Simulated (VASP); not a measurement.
A run of VASP 6.6.1 is set up as follows.

Contents of INCAR:

```
SYSTEM = CuO
PREC = Accurate ; ENCUT = 520
EDIFF = 1E-7 ; ISMEAR = -1
SIGMA = 0.05 ; LREAL = .False.
LASPH = .True. ; NELM = 100
ALGO = Normal ; ISIF = 2
LWAVE = .False. ; LCHARG = .True.
GGA = PE ; LELF = .True.
LVHAR = .True. ; NBANDS = 25
```

Contents of KPOINTS:

```
Automatic mesh
0
Gamma
  10 10 5
  0 0 0
```

File POSCAR:

```
CuO
1.0
    2.2967863347     -1.6784226623      0.0000000000
    2.2967863347      1.6784226623      0.0000000000
   -0.8429827377      0.0000000000      4.9561566325
Cu O
2 2
Direct
    0.0032000000      0.4968000000      0.0000000000
    0.4968000000      0.0032000000      0.5000000000
    0.5714000000      0.4056000000      0.2537000000
    0.4056000000      0.5714000000      0.7537000000
```

Potentials or basis: VASP PAW PBE potentials, release 64 (Cu, O).

Launch:

```sh
$ cat potpaw_PBE.64/Cu/POTCAR potpaw_PBE.64/O/POTCAR > POTCAR
$ mpirun -np 1 vasp_std > vasp.out
```

**Question.** Estimate the pressure.

**Answer.** 19.9 GPa.

**Question.** Estimate the largest force.

**Answer.** 0.995 eV/Å.

**Question.** What does it give for the band gap on the k mesh?

**Answer.** Zero (bands 17 and 18 overlap by 0.60 eV).

Forces in eV/Å, atoms in the order of the input:
```
Cu  -0.809  0.479  0.325
Cu  -0.809 -0.479  0.325
O    0.809  0.054 -0.325
O    0.809 -0.054 -0.325
```

Caveat: the cell stands under pressure; semilocal functionals often make such compounds metallic where correlation or magnetic order opens a gap, which also shifts bond lengths. With open d or f shells a metallic result of PBE can be an artefact of self-interaction; +U or a hybrid may open a gap.
